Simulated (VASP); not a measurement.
# GaGe3 (Fm-3m) in VASP: notebook, part 2 of 2

VASP 6.6.1.

### Step 4. Single point, PBEsol

This run uses another cell than the first one, of 16.43 Å³/atom.

File INCAR:

```
SYSTEM = GaGe3
  ALGO = Normal
  EDIFF = 1E-7
  ENCUT = 520
  GGA = PS
  ISIF = 2
  ISMEAR = -1
  LASPH = .True.
  LCHARG = .False.
  LREAL = .False.
  LWAVE = .False.
  NBANDS = 36
  NELM = 100
  PREC = Accurate
  SIGMA = 0.05
```

File KPOINTS:

```
k-points
0
Gamma
  7 7 7
  0 0 0
```

File POSCAR:

```
GaGe3
1.0
    0.0000000000      3.2032744827      3.2032744827
    3.2032744827      0.0000000000      3.2032744827
    3.2032744827      3.2032744827      0.0000000000
Ge Ga
3 1
Direct
    0.5000000000      0.5000000000      0.5000000000
    0.7500000000      0.7500000000      0.7500000000
    0.2500000000      0.2500000000      0.2500000000
    0.0000000000      0.0000000000      0.0000000000
```

Command:

```
> cat potpaw_PBE.64/Ge_d/POTCAR potpaw_PBE.64/Ga_d/POTCAR > POTCAR
> mpirun -np 1 vasp_std > vasp.out
```

It took 55 s on 1 thread of Intel Xeon Platinum 8375C at 2.90GHz (Ice Lake), shared host; peak memory 0.22 GiB.

Results (log left out):

| Quantity | Value |
| --- | --- |
| Free energy | -17.1725 eV |
| Pressure | 10.1 GPa |
| Band gap on the k mesh | zero (an odd number of electrons rules out a gap without spin polarisation) |

Levels at points of the mesh, in eV from the Fermi level:
```tsv
k point	band 25	band 26	band 27	band 28	band 29	band 30	band 31	band 32
(0.00, 0.00, 0.00)	-1.86	-1.86	-1.58	-1.58	-1.58	0.14	0.28	0.28
```

Caveat: the cell stands under pressure; the PAW data sets were made with another functional, which shifts forces and pressure a little.

### Step 5. Single point, PBEsol

This run uses another cell than the first one, of 17.24 Å³/atom.

File INCAR:

```
SYSTEM = GaGe3
ALGO = Normal
EDIFF = 1E-6
ENCUT = 520
GGA = PS
ISIF = 2
ISMEAR = -1
LASPH = .True.
LCHARG = .False.
LREAL = .False.
LWAVE = .False.
NBANDS = 36
NELM = 100
PREC = Accurate
SIGMA = 0.05
```

KPOINTS is that of step 4.

File POSCAR:

```
GaGe3
1.0
    0.0000000000      3.2550261152      3.2550261152
    3.2550261152      0.0000000000      3.2550261152
    3.2550261152      3.2550261152      0.0000000000
Ge Ga
3 1
Direct
    0.5000000000      0.5000000000      0.5000000000
    0.7500000000      0.7500000000      0.7500000000
    0.2500000000      0.2500000000      0.2500000000
    0.0000000000      0.0000000000      0.0000000000
```

Potentials or basis: VASP PAW PBE potentials, release 64 (Ge_d, Ga_d).

Command:

```
> cat potpaw_PBE.64/Ge_d/POTCAR potpaw_PBE.64/Ga_d/POTCAR > POTCAR
> mpirun -np 1 vasp_std > vasp.out
```

OUTCAR:

```text
SYSTEM = GaGe3
   EDIFF = 1E-6
   ENCUT = 520
   GGA = PS
   ISIF = 2
   ISMEAR = -1
   LASPH = .True.
   LREAL = .False.
   NELM = 100
   PREC = Accurate

 ion  position               nearest neighbor table
   1  0.500  0.500  0.500-   2 2.82   3 2.82   3 2.82   3 2.82   3 2.82   2 2.82   2 2.82   2 2.82

   2  0.750  0.750  0.750-   1 2.82   4 2.82   1 2.82   1 2.82   1 2.82   4 2.82   4 2.82   4 2.82

   3  0.250  0.250  0.250-   1 2.82   4 2.82   4 2.82   4 2.82   4 2.82   1 2.82   1 2.82   1 2.82
[... 975 lines left out ...]
  Direction    XX          YY          ZZ          XY          YZ          ZX
  --------------------------------------------------------------------------------------
  -------------------------------------------------------------------------------------
  Total        2.1602490      2.1602490      2.1602490      0.0000000     -0.0000000      0.0000000
  in kB       50.1788814     50.1788814     50.1788814      0.0000000     -0.0000000      0.0000000
  external PRESSURE =      50.1788814 kB  Pullay stress =       0.0000000 kB

 VOLUME and BASIS-vectors are now :
 -----------------------------------------------------------------------------
  energy-cutoff  :      520.00
  volume of cell :       68.98
      direct lattice vectors                 reciprocal lattice vectors
     0.000000000  3.255026115  3.255026115    -0.153608599  0.153608599  0.153608599
     3.255026115  0.000000000  3.255026115     0.153608599 -0.153608599  0.153608599
     3.255026115  3.255026115  0.000000000     0.153608599  0.153608599 -0.153608599

 POSITION                                       TOTAL-FORCE (eV/Angst)
 -----------------------------------------------------------------------------------
      3.25503      3.25503      3.25503        -0.000000     -0.000000     -0.000000
      4.88254      4.88254      4.88254        -0.000000      0.000000     -0.000000
      1.62751      1.62751      1.62751         0.000000      0.000000      0.000000
      0.00000      0.00000      0.00000        -0.000000     -0.000000     -0.000000
 -----------------------------------------------------------------------------------
    total drift:                                0.000000      0.000000      0.000000

  FREE ENERGIE OF THE ION-ELECTRON SYSTEM (eV)
  ---------------------------------------------------
  free  energy   TOTEN  =       -17.3248429073 eV

  energy  without entropy=      -17.3149854406  energy(sigma->0) =      -17.31991417
```

OSZICAR:

```text
N       E                     dE             d eps       ncg     rms          rms(c)
DAV:   1     0.423233795398E+03    0.42323E+03   -0.26376E+04  1708   0.418E+03
DAV:   2     0.612103164975E+02   -0.36202E+03   -0.35245E+03  1440   0.740E+02
DAV:   3    -0.134440137073E+02   -0.74654E+02   -0.73667E+02  1532   0.202E+02
DAV:   4    -0.173711245435E+02   -0.39271E+01   -0.39068E+01  1740   0.534E+01
DAV:   5    -0.174443996812E+02   -0.73275E-01   -0.73258E-01  1628   0.826E+00    0.255E+00
DAV:   6    -0.173535999598E+02    0.90800E-01   -0.15654E-01  1800   0.517E+00    0.132E+00
DAV:   7    -0.173268631272E+02    0.26737E-01   -0.43917E-02  1884   0.221E+00    0.244E-01
DAV:   8    -0.173248949510E+02    0.19682E-02   -0.49828E-03  1632   0.103E+00    0.615E-02
DAV:   9    -0.173248237030E+02    0.71248E-04   -0.49010E-04  1852   0.684E-01    0.343E-02
DAV:  10    -0.173248424317E+02   -0.18729E-04   -0.15096E-04  1636   0.216E-01    0.158E-02
DAV:  11    -0.173248438020E+02   -0.13702E-05   -0.39576E-05  1888   0.964E-02    0.570E-03
DAV:  12    -0.173248425605E+02    0.12415E-05   -0.43875E-06  1304   0.547E-02    0.354E-03
DAV:  13    -0.173248429073E+02   -0.34682E-06   -0.74568E-07   880   0.328E-02
   1 F= -.17324843E+02 E0= -.17319914E+02  d E =-.985747E-02
```

stdout:

```text
POSCAR found type information on POSCAR GeGa
 POSCAR found :  2 types and       4 ions
 scaLAPACK will be used
 -----------------------------------------------------------------------------
|                                                                             |
|                                                                             |
|     You enforced a specific xc type in the INCAR file but a different       |
|     I HOPE YOU KNOW WHAT YOU ARE DOING!                                     |
|                                                                             |
 -----------------------------------------------------------------------------

 LDA part: xc-table for (Slater+PW92), standard interpolation
 POSCAR, INCAR and KPOINTS ok, starting setup
 FFT: planning ... GRIDC
 FFT: planning ... GRID_SOFT
 FFT: planning ... GRID
 WAVECAR not read
 entering main loop
```

It took 45 s on 1 thread of Intel Xeon Platinum 8375C at 2.90GHz (Ice Lake), shared host; peak memory 0.22 GiB.

What came out:

- Free energy: -17.3248 eV
- Pressure: 5.0 GPa
- Band gap on the k mesh: zero (an odd number of electrons rules out a gap without spin polarisation)

Caveat: the cell stands under pressure; the PAW data sets were made with another functional, which shifts forces and pressure a little.

### Step 6. Single point, PBEsol

This run uses another cell than the first one, of 17.83 Å³/atom.

File INCAR:

```
SYSTEM = GaGe3
PREC = Accurate ; ENCUT = 520
EDIFF = 1E-6 ; ISMEAR = -1
SIGMA = 0.05 ; LREAL = .FALSE.
LASPH = .TRUE. ; NELM = 60
ALGO = Normal ; ISIF = 2
LWAVE = .FALSE. ; LCHARG = .FALSE.
GGA = PS ; NBANDS = 36
```

File KPOINTS:

```
Automatic mesh
0
G
  7 7 7
  0 0 0
```

File POSCAR:

```
GaGe3
1.0
    0.0000000000      3.2913936608      3.2913936608
    3.2913936608      0.0000000000      3.2913936608
    3.2913936608      3.2913936608      0.0000000000
Ge Ga
3 1
Direct
    0.5000000000      0.5000000000      0.5000000000
    0.7500000000      0.7500000000      0.7500000000
    0.2500000000      0.2500000000      0.2500000000
    0.0000000000      0.0000000000      0.0000000000
```

Potentials or basis: VASP PAW PBE potentials, release 64 (Ge_d, Ga_d).

Command:

```
> cat potpaw_PBE.64/Ge_d/POTCAR potpaw_PBE.64/Ga_d/POTCAR > POTCAR
> mpirun -np 1 vasp_std > vasp.out
```

It took 48 s on 1 thread of Intel Xeon Platinum 8375C at 2.90GHz (Ice Lake), shared host; peak memory 0.22 GiB.

Results (log left out):

```
Free energy            : -17.3768 eV
Pressure               : 2.0 GPa
Band gap on the k mesh : zero (an odd number of electrons rules out a gap without spin polarisation)
```

Levels at points of the mesh, in eV from the Fermi level:
```
           k point  band 25  band 26  band 27  band 28  band 29  band 30  band 31  band 32
(0.00, 0.00, 0.00)    -1.70    -1.70    -1.41    -1.41    -1.41    -0.53     0.28     0.28
```

Caveat: the PAW data sets were made with another functional, which shifts forces and pressure a little.

### Step 7. The runs side by side

| cell | gap on the mesh (eV) | pressure (GPa) |
| --- | --- | --- |
| a = 4.333 Å, angles 60.0°, 4 atoms | none | 30.1 |
| a = 4.419 Å, angles 60.0°, 4 atoms | none | 20.1 |
| a = 4.530 Å, angles 60.0°, 4 atoms | none | 10.1 |
| a = 4.603 Å, angles 60.0°, 4 atoms | none | 5.0 |
| a = 4.655 Å, angles 60.0°, 4 atoms | none | 2.0 |

Alike in all rows: task single point; level PBEsol; potentials or basis VASP PAW PBE potentials, release 64 (Ge_d, Ga_d); no spin polarisation; k mesh 7 × 7 × 7; cutoff (eV) 520; smearing fermi-dirac 0.05 eV.

Caveats: the PAW data sets were made with another functional, which shifts forces and pressure a little; the cell stands under pressure (at least some runs).

Absolute energies hang on the potentials; compare differences alone.
